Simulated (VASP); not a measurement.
**BaF2: single point with LDA**

BaF2:

```
Ba F
1.0
     0.00000    3.02240    3.02240
     3.02240    0.00000    3.02240
     3.02240    3.02240    0.00000
Ba F
1 2
Direct
  0.00000 0.00000 0.00000
  0.25000 0.25000 0.25000
  0.75000 0.75000 0.75000
```

```
Program                : VASP 6.6.1
Task                   : single point
Functional             : LDA
Potentials or basis    : VASP PAW LDA potentials, release 64 (Ba_sv, F)
Cutoff                 : 600 eV
k mesh                 : 6 × 6 × 6
Occupations            : fermi-dirac, width 0.02 eV
Spin                   : no spin polarisation
Dipole correction      : no
Further INCAR settings : ALGO = Normal; EDIFF = 1e-06; NBANDS = 19
```

```
Pressure               : 1.6 GPa
Band gap on the k mesh : 6.73 eV (least direct gap 6.83 eV)
```

Levels at points of the mesh, in eV from the valence-band top:
```csv
k point,band 8,band 9,band 10,band 11,band 12,band 13,band 14,band 15,band 16,band 17
"(0.00, 0.00, 0.00)",-1.79,-1.79,-0.11,-0.11,-0.11,6.73,9.36,9.36,11.96,11.96
"(0.50, 0.00, 0.00)",-1.33,-0.78,-0.34,-0.14,-0.14,9.37,9.37,9.43,9.66,12.14
"(0.50, 0.50, 0.00)",-0.47,-0.47,-0.24,-0.24,-0.20,7.13,9.29,11.13,12.58,12.58
```

Wall time 24 s on 1 thread of Intel(R) Xeon(R) Platinum 8259CL CPU @ 2.50GHz (Skylake/Cascade Lake), on a shared host, peak memory 0.17 GiB.

Caveat: spin-orbit coupling is left out, which moves the levels of the heavy elements. A k mesh can miss the band edges.
